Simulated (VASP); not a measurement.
Here is a VASP 6.6.1 calculation.

The input POSCAR:

```
Ba
1.0
   -2.4411340000      2.4411340000      2.4411340000
    2.4411340000     -2.4411340000      2.4411340000
    2.4411340000      2.4411340000     -2.4411340000
Ba
1
Direct
    0.0000000000      0.0000000000      0.0000000000
```

INCAR.step1

```
ALGO = Normal
EDIFF = 1E-4
ENCUT = 520
GGA = PE
ISMEAR = -1
LASPH = True
LCHARG = False
LREAL = False
LWAVE = True
NBANDS = 11
NELM = 80
PREC = Accurate
SIGMA = 0.05
```

The input INCAR.step2:

```
ALGO = Normal
EDIFF = 1E-6
ENCUT = 520
ISIF = 2
ISMEAR = -1
ISTART = 1
LASPH = True
LCHARG = True
LELF = True
LMIXTAU = True
LREAL = False
LVHAR = True
LWAVE = False
METAGGA = R2SCAN
NBANDS = 11
NELM = 80
PREC = Accurate
SIGMA = 0.05
```

KPOINTS

```
k-points
0
Gamma
  8 8 8
```

Potentials or basis: VASP PAW PBE potentials, release 64 (Ba_sv).

Run with:

```console
$ cat potpaw_PBE.64/Ba_sv/POTCAR > POTCAR
$ cp INCAR.step1 INCAR
$ mpirun -np 1 vasp_std > vasp.out
$ cp INCAR.step2 INCAR
$ mpirun -np 1 vasp_std > vasp.out
```

Problem. Predict the pressure.

Solution. 1.2 GPa.

Problem. What does it give for the band gap on the k mesh?

Solution. Zero (band 5 reaches 2.66 eV, above the bottom of band 6 at 1.24 eV).

Caveat: the PAW data sets were made with another functional, which shifts forces and pressure a little; spin-orbit coupling is left out, which moves the levels of the heavy elements.
